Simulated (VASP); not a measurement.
# Ta4S in VASP: relaxation of the atoms with LDA

Aim: the relaxation of the atoms of Ta4S with LDA.

All numbers are computed with VASP 6.6.1; they aren't measurements. Logs are shortened: lines on timing, memory, paths and dates and some standing lists are left out, and cuts for length are marked.

### Step 1. The cell of the first run

The cell holds a slab with vacuum, 5 atoms: a = 3.253 Å, b = 3.253 Å, c = 20.213 Å, α = 90.00°, β = 90.00°, γ = 90.00°.

### Step 2. Relaxation of the atoms, LDA

INCAR reads:

```
PREC     = Accurate       # precision mode
ENCUT    = 520            # plane-wave cutoff, eV
EDIFF    = 1E-6           # SCF threshold, eV
ISMEAR   = 0              # smearing method
SIGMA    = 0.1            # smearing width, eV
LREAL    = F              # projectors in reciprocal space
LASPH    = T              # aspherical terms in the spheres
NELM     = 100            # most SCF steps
ALGO     = Fast           # electronic algorithm
ISIF     = 2              # what is computed and relaxed
LWAVE    = F              # write WAVECAR
LCHARG   = F              # write CHGCAR
LDIPOL   = T            
IDIPOL   = 3            
DIPOL    = 0.5 0.5 0.363
GGA      = CA             # functional
IBRION   = 2              # ionic algorithm
NSW      = 50             # ionic steps
EDIFFG   = -0.025         # ionic threshold
```

KPOINTS reads:

```
Automatic mesh
0
Gamma
  8 8 1
```

POSCAR reads:

```
Ta4S
1.0
    3.2528501163      0.0000000000      0.0000000000
    0.0000000000      3.2528501163      0.0000000000
    0.0000000000      0.0000000000     20.2133955625
Ta S
4 1
Selective dynamics
Direct
    0.5000000000      0.5000000000      0.1978885728  F F F
    0.0000000000      0.0000000000      0.2783513062  F F F
    0.5000000000      0.5000000000      0.3580225063  F F F
    0.0000000000      0.0000000000      0.4310703531  T T T
    0.0000000000      0.1250000000      0.5497443959  F F T
```

Potentials or basis: VASP PAW LDA potentials, release 64 (Ta_pv, S).

Started as:

```console
> cat potpaw_LDA.64/Ta_pv/POTCAR potpaw_LDA.64/S/POTCAR > POTCAR
> mpirun -np 1 vasp_std > vasp.out
```

OUTCAR:

```text
PREC = Accurate
   ENCUT = 520
   EDIFF = 1E-6
   ISMEAR = 0
   LREAL = F
   LASPH = T
   NELM = 100
   ISIF = 2
   GGA = CA
   IBRION = 2
   NSW = 50
   EDIFFG = -0.025

 ion  position               nearest neighbor table
   1  0.500  0.500  0.198-   2 2.82   2 2.82   2 2.82   2 2.82   3 3.24
   2  0.000  0.000  0.278-   3 2.81   3 2.81   3 2.81   3 2.81   1 2.82   1 2.82   1 2.82   1 2.82
                             4 3.09
   3  0.500  0.500  0.358-   4 2.73   4 2.73   4 2.73   4 2.73   2 2.81   2 2.81   2 2.81   2 2.81
                             1 3.24
   4  0.000  0.000  0.431-   5 2.43   3 2.73   3 2.73   3 2.73   3 2.73   2 3.09
   5  0.000  0.125  0.550-   4 2.43

  LATTYP: Found a simple tetragonal cell.
 ALAT       =     3.2528501163
 C/A-ratio  =     6.2140568547

  Lattice vectors:

 A1 = (   3.2528501163,   0.0000000000,   0.0000000000)
 A2 = (   0.0000000000,   3.2528501163,   0.0000000000)
 A3 = (   0.0000000000,   0.0000000000,  20.2133955625)

Analysis of symmetry for initial positions (statically):
=====================================================================
 Subroutine PRICEL returns:
 Original cell was already a primitive cell.

 Routine SETGRP: Setting up the symmetry group for a
 simple tetragonal supercell.

 Subroutine GETGRP returns: Found  2 space group operations
 (whereof  2 operations were pure point group operations)
 out of a pool of 16 trial point group operations.

The static configuration has the point symmetry C_1h.

Analysis of symmetry for dynamics (positions and initial velocities):
=====================================================================
 Subroutine PRICEL returns:
 Original cell was already a primitive cell.

 Routine SETGRP: Setting up the symmetry group for a
 simple tetragonal supercell.

 Subroutine GETGRP returns: Found  2 space group operations
 (whereof  2 operations were pure point group operations)
 out of a pool of 16 trial point group operations.

The dynamic configuration has the point symmetry C_1h.

Analysis of constrained symmetry for selective dynamics:
=====================================================================
 Subroutine PRICEL returns:
 Original cell was already a primitive cell.

 Routine SETGRP: Setting up the symmetry group for a
 simple tetragonal supercell.

[... 122 lines left out ...]
   EMIN   =  10.00;   EMAX   =-10.00  energy-range for DOS
   EFERMI =   0.00;   METHOD = LEGACY
   ISMEAR =     0;   SIGMA  =   0.10  broadening in eV -4-tet -1-fermi 0-gaus
   EFERMI_NEDOS =   21; number of points for ismear=-14 and -15
   IALGO  =     68    algorithm
   IMIX   =      4    mixing-type and parameters
     AMIX     =   0.40;   BMIX     =  1.00
     AMIX_MAG =   1.60;   BMIX_MAG =  1.00
  volume/ion in A,a.u.               =      42.78       288.66
  Fermi-wavevector in a.u.,A,eV,Ry     =   1.008500  1.905788 13.838096  1.017071
  Thomas-Fermi vector in A             =   2.141370
   LORBIT       =      0    0 simple, 1 ext, 2 COOP (PROOUT), +10 PAW based schemes
   GGA     = CA    functional components
   LHFCALC =     F    Hartree Fock is set to
   AEXX    =    0.0000 exact exchange contribution
   IVDW    =     0    specifies the selected vdW correction
   LEPSILON=     F    determine dielectric tensor
   LRPA    =     F    only Hartree local field effects (RPA)
 conjugate gradient relaxation of ions
 non-spin polarized calculation
 RMM-DIIS sequential band-by-band and
 Gauss-broadening in eV      SIGMA  =   0.10
  energy-cutoff  :      520.00
  volume of cell :      213.88
 maximum number of plane-waves:      5812
   NGX = 13   NGY = 13   NGZ = 75

 dipolmoment           0.000000      0.000000     -0.108141 electrons x Angstroem

--------------------------------------- Ionic step        1  -------------------------------------------

 number of electron      50.0000007 magnetization

 Free energy of the ion-electron system (eV)
  ---------------------------------------------------
  ext. energy  EPLUGINS =         0.00000000
  ---------------------------------------------------
  free energy    TOTEN  =       -52.62101445 eV

  energy without entropy =      -52.59167959  energy(sigma->0) =      -52.60634702

------------------------ aborting loop because EDIFF is reached ----------------------------------------

  FORCE on cell =-STRESS in cart. coord.  units (eV):
  Direction    XX          YY          ZZ          XY          YZ          ZX
  --------------------------------------------------------------------------------------
  -------------------------------------------------------------------------------------
  Total       -4.0696988     -4.2764514     -3.5747079      0.0000000     -0.0134305      0.0000000
  in kB      -30.4863526    -32.0351484    -26.7783465      0.0000000     -0.1006085      0.0000000
  external PRESSURE =     -29.7666158 kB  Pullay stress =       0.0000000 kB
[... 299 lines left out ...]
--------------------------------------- Ionic step        9  -------------------------------------------

 number of electron      50.0000006 magnetization

 dipolmoment           0.000000      0.000000      0.123078 electrons x Angstroem

 Free energy of the ion-electron system (eV)
  ---------------------------------------------------
  ext. energy  EPLUGINS =         0.00000000
  ---------------------------------------------------
  free energy    TOTEN  =       -53.19088761 eV

  energy without entropy =      -53.16731227  energy(sigma->0) =      -53.17909994

 E-fermi :  -0.5880     XC(G=0):  -6.2807

 val. band max:       -0.5880362728   @ k =   0.5000   0.5000   0.0000
 cond. band min:      -0.5862932271   @ k =   0.3750   0.1250   0.0000
 fundamental gap:      0.0017430456
 Fermi energy:        -0.5879958562

 k-point     1 :       0.0000    0.0000    0.0000
  band No.  band energies     occupation
      1     -35.2643      2.00000
      2     -35.0560      2.00000
      3     -35.0525      2.00000
      4     -34.6453      2.00000
      5     -34.5013      2.00000
      6     -34.4990      2.00000
[... 781 lines left out ...]
     29       1.7986      0.00000
     30       1.9221      0.00000

 [... further k-points ...]

------------------------ aborting loop because EDIFF is reached ----------------------------------------

 vacuum level on the upper side and lower side of the slab       (xc-potential included)         0.966        -1.221

  FORCE on cell =-STRESS in cart. coord.  units (eV):
  Direction    XX          YY          ZZ          XY          YZ          ZX
  --------------------------------------------------------------------------------------
  -------------------------------------------------------------------------------------
  Total       -5.7588289     -6.3179131     -2.5686658      0.0000000      1.3842387      0.0000000
  in kB      -43.1397252    -47.3278581    -19.2420264      0.0000000     10.3694132      0.0000000
  external PRESSURE =     -36.5698699 kB  Pullay stress =       0.0000000 kB
[... 20 lines left out ...]
  FREE ENERGIE OF THE ION-ELECTRON SYSTEM (eV)
  ---------------------------------------------------
  free  energy   TOTEN  =       -53.1908876127 eV

  energy  without entropy=      -53.1673122669  energy(sigma->0) =      -53.17909994

 reached required accuracy - stopping structural energy minimisation

 vacuum level on the upper side and lower side of the slab         5.732         3.447
```

CONTCAR:

```text
Ta4S
   1.00000000000000
     3.2528501162999999    0.0000000000000000    0.0000000000000000
     0.0000000000000000    3.2528501162999999    0.0000000000000000
     0.0000000000000000    0.0000000000000000   20.2133955625000006
  Ta              S
     4     1
Selective dynamics
Direct
     0.5000000000000000    0.5000000000000000    0.1978885727999966   F   F   F
     0.0000000000000000    0.0000000000000000    0.2783513062000011   F   F   F
     0.5000000000000000    0.5000000000000000    0.3580225063000029   F   F   F
     0.0000000000000000    0.9840791486429026    0.4443061685219321   T   T   T
     0.0000000000000000    0.1250000000000000    0.5501395387964247   F   F   T

  0.00000000E+00  0.00000000E+00  0.00000000E+00
  0.00000000E+00  0.00000000E+00  0.00000000E+00
  0.00000000E+00  0.00000000E+00  0.00000000E+00
  0.00000000E+00  0.00000000E+00  0.00000000E+00
  0.00000000E+00  0.00000000E+00  0.00000000E+00
```

It took 27 min on 1 thread of Oxide Virtual Turin-like, shared host; peak memory 0.29 GiB.

Results:

```
Free energy               : -53.1909 eV
Energy gained by relaxing : 114.0 meV/atom
Ionic steps               : 9
Band gap on the k mesh    : zero (bands 25 and 26 overlap by 0.88 eV)
```

Step by step:
```
step  energy change (eV)  largest force on free atoms (eV/Å)  pressure (GPa)
   1              0.0000                              3.9995           -2.98
   2             -0.5146                              1.0965           -2.20
   3             -0.5250                              0.4516           -2.45
   4             -0.5249                              0.5478           -2.41
   5             -0.5418                              0.3860           -2.70
   6             -0.5675                              0.2247           -3.52
   7             -0.5685                              0.2337           -3.70
   8             -0.5666                              0.3862           -3.58
   9             -0.5699                              0.0194           -3.66
```

Final structure:
```yaml
crystal:
  lattice:
    - [3.25285, 0.00000, 0.00000]
    - [0.00000, 3.25285, 0.00000]
    - [0.00000, 0.00000, 20.21340]
  atoms:
    - { symbol: Ta, position: [0.50000, 0.50000, 0.19789] }
    - { symbol: Ta, position: [0.00000, 0.00000, 0.27835] }
    - { symbol: Ta, position: [0.50000, 0.50000, 0.35802] }
    - { symbol: Ta, position: [0.00000, 0.98408, 0.44431] }
    - { symbol: S, position: [0.00000, 0.12500, 0.55014] }
```

Caveat: spin-orbit coupling is left out, which moves the levels of the heavy elements.
